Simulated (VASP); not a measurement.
Here is a VASP 6.6.1 calculation.

INCAR

```
PREC     = Accurate       # precision mode
ENCUT    = 520            # plane-wave cutoff, eV
EDIFF    = 1E-6           # SCF threshold, eV
ISMEAR   = 0              # smearing method
SIGMA    = 0.1            # smearing width, eV
LREAL    = False          # projectors in reciprocal space
LASPH    = True           # aspherical terms in the spheres
NELM     = 60             # most SCF steps
ALGO     = Normal         # electronic algorithm
ISIF     = 2              # what is computed and relaxed
LWAVE    = False          # write WAVECAR
LCHARG   = False          # write CHGCAR
GGA      = PE             # functional
IVDW     = 12             # dispersion correction
NBANDS   = 26             # bands
```

File KPOINTS:

```
Automatic mesh
0
Gamma
  4 4 4
```

Contents of POSCAR:

```
PCS4
1.0
   -3.0392768300      3.0392768300      3.6705188100
    3.0392768300     -3.0392768300      3.6705188100
    3.0392768300      3.0392768300     -3.6705188100
P C S
1 1 4
Direct
    0.0000000000      0.0000000000      0.0000000000
    0.5000000000      0.5000000000      0.0000000000
    0.5000000000      0.5000000000      0.5000000000
    0.0000000000      0.0000000000      0.5000000000
    0.5000000000      0.0000000000      0.0000000000
    0.0000000000      0.5000000000      0.0000000000
```

Potentials or basis: VASP PAW PBE potentials, release 64 (P, C, S).

Launch:

```console
$ cat potpaw_PBE.64/P/POTCAR potpaw_PBE.64/C/POTCAR potpaw_PBE.64/S/POTCAR > POTCAR
$ mpirun -np 1 vasp_std > vasp.out
```

(1) What does it give for the pressure?

(2) Predict the dispersion energy per atom.

(3) Predict the band gap on the k mesh.

Results:

(1) -14.7 GPa.

(2) -0.240 eV.

(3) zero (an odd number of electrons rules out a gap without spin polarisation).

Caveat: the cell stands under tension; an odd number of electrons without spin polarisation forces a metal; a magnetic or distorted state may lie lower.
